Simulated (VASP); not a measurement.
Here is a VASP 6.6.1 calculation.

Contents of INCAR:

```
SYSTEM = Sc2BSb3
ALGO = Normal
EDIFF = 1E-6
EDIFFG = -0.04
ENCUT = 600
GGA = PE
IBRION = 2
ISIF = 3
ISMEAR = 0
LASPH = .TRUE.
LCHARG = .FALSE.
LREAL = .FALSE.
LWAVE = .FALSE.
NELM = 80
NSW = 90
PREC = Accurate
SIGMA = 0.1
```

The input KPOINTS:

```
k-points
0
G
  4 4 2
  0 0 0
```

POSCAR

```
Sc2BSb3
1.0
    3.8397055500      0.0000000000      0.0000000000
    0.0000000000      3.8397055500      0.0000000000
    0.0000000000      0.0000000000      8.3429263800
Sc B Sb
2 1 3
Direct
    0.5000000000      0.0000000000      0.2626059900
    0.0000000000      0.5000000000      0.7373940100
    0.0000000000      0.0000000000      0.0000000000
    0.5000000000      0.0000000000      0.6250519800
    0.0000000000      0.5000000000      0.3749480200
    0.5000000000      0.5000000000      0.0000000000
```

Potentials or basis: VASP PAW PBE potentials, release 64 (Sc_sv, B, Sb).

Launch:

```bash
$ cat potpaw_PBE.64/Sc_sv/POTCAR potpaw_PBE.64/B/POTCAR potpaw_PBE.64/Sb/POTCAR > POTCAR
$ mpirun -np 1 vasp_std > vasp.out
```

Problem. Estimate the relaxed volume.

Solution. 20.84 Å³/atom.

Problem. Estimate the relaxed cell.

Solution. a = 3.767 Å, b = 3.767 Å, c = 8.809 Å, α = 90.00°, β = 90.00°, γ = 90.00°.

Problem. What does it give for the space group after relaxing (to 0.05 Å)?

Solution. P-4m2 (No. 115).

Problem. Predict the band gap on the k mesh.

Solution. Zero (band 20 reaches 7.97 eV, above the bottom of band 21 at 5.77 eV).

Stress tensor (GPa, compression positive):
```
0.14 0.00 0.00
0.00 0.14 0.00
0.00 0.00 0.24
```

Caveat: the k points lie up to 0.42 Å⁻¹ apart in the final cell; spin-orbit coupling is left out, which moves the levels of the heavy elements.
